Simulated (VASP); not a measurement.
A run of VASP 6.6.1:

The input INCAR:

```
PREC = Accurate ; ENCUT = 600
EDIFF = 1E-7 ; ISMEAR = 0
SIGMA = 0.1 ; LREAL = F
LASPH = T ; NELM = 100
ALGO = Normal ; ISIF = 3
LWAVE = F ; LCHARG = F
GGA = PE ; IBRION = 2
NSW = 100 ; EDIFFG = -0.01
```

KPOINTS

```
regular mesh
0
Gamma
  12 12 4
```

The input POSCAR:

```
Ga2Cl3
1.0
    4.1423419654      0.0000000000      0.0000000000
   -2.0711709827      3.5873733732      0.0000000000
    0.0000000000      0.0000000000      9.1842860634
Ga Cl
2 3
Direct
    0.3333333333      0.6666666667      0.1847394673
    0.6666666667      0.3333333333      0.8152605327
    0.0000000000      0.0000000000      0.0000000000
    0.3333333333      0.6666666667      0.6818807568
    0.6666666667      0.3333333333      0.3181192432
```

Potentials or basis: VASP PAW PBE potentials, release 64 (Ga_d, Cl).

The run is started by

```console
$ cat potpaw_PBE.64/Ga_d/POTCAR potpaw_PBE.64/Cl/POTCAR > POTCAR
$ mpirun -np 1 vasp_std > vasp.out
```

Hardware: 1 thread of AMD EPYC 7R13, with other jobs on the host.

**Question.** How long does it take, and how much memory?

**Answer.** Run time: 64 min on 1 thread of AMD EPYC 7R13 (shared host), peak memory 0.48 GiB. Counts: scf iterations 111, k points 69, ion steps 13.
